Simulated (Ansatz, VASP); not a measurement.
## Au in VASP and in Ansatz

File INCAR:

```
PREC = Accurate ; ENCUT = 520
EDIFF = 1E-7 ; ISMEAR = 0
SIGMA = 0.15 ; LREAL = F
LASPH = T ; NELM = 60
ALGO = Fast ; ISIF = 2
LWAVE = F ; LCHARG = F
GGA = PS ; NBANDS = 18
```

The input KPOINTS:

```
Automatic mesh
0
Gamma
  18 18 10
```

Contents of POSCAR:

```
Au
1.0
    2.8999984104      0.0000000000      0.0000000000
   -1.4499992052      2.5114722944      0.0000000000
    0.0000000000      0.0000000000      4.6360000000
Au
2
Direct
    0.3333333333      0.6666666667      0.7500000000
    0.6666666667      0.3333333333      0.2500000000
```

Input for Ansatz:

```yaml
crystal:
  lattice:
    - [2.8999984104, 0.0, 0.0]
    - [-1.4499992052, 2.5114722944, 0.0]
    - [0.0, 0.0, 4.636]
  atoms:
    - { symbol: Au, position: [0.3333333333, 0.6666666667, 0.75] }
    - { symbol: Au, position: [0.6666666667, 0.3333333333, 0.25] }
basis:
  ecutwfc: 420
kpoints:
  mp_grid: { grid: [18, 18, 10] }
hamiltonian:
  xc: pbesol
scf:
  occupations: { method: gaussian, width: 0.15 }
output:
  forces: true
  stress: true
  eigenvalues: true
```

Change from the starting cell: strain +0.000 along x and y, -0.050 along z, atoms carried along.

Alike in both runs: task single point; functional PBEsol; k mesh 18 × 18 × 10; occupations gaussian, width 0.15 eV; no spin polarisation.

|  | VASP | Ansatz |
| --- | --- | --- |
| version | VASP 6.6.1 | Ansatz 0.2.0 |
| potentials or method | VASP PAW PBE potentials, release 64 (Au), cutoff 520 eV | scalar-relativistic, plane waves, PAW |
| valence electrons in the cell | 22 | 38 |

|  | VASP | Ansatz | Ansatz less VASP |
| --- | --- | --- | --- |
| gap on the k mesh at the Fermi level (eV) | none | none | - |
| pressure (GPa) | 1.5 | 1.8 | +0.29 |
| traceless stress, the component that is largest in VASP (GPa) | 2.91 | 2.93 | +0.022 |

VASP's potentials were made for PBE, not for PBEsol. A gap of «none» marks a metal or a gap that the smearing closes. With one functional, cell and mesh, what is left measures potentials, basis and numerics. VASP's potentials hold 22 valence electrons a cell and Ansatz's 38, so a difference there can come from the potentials and not from the codes.

Neither program's run includes spin-orbit coupling.
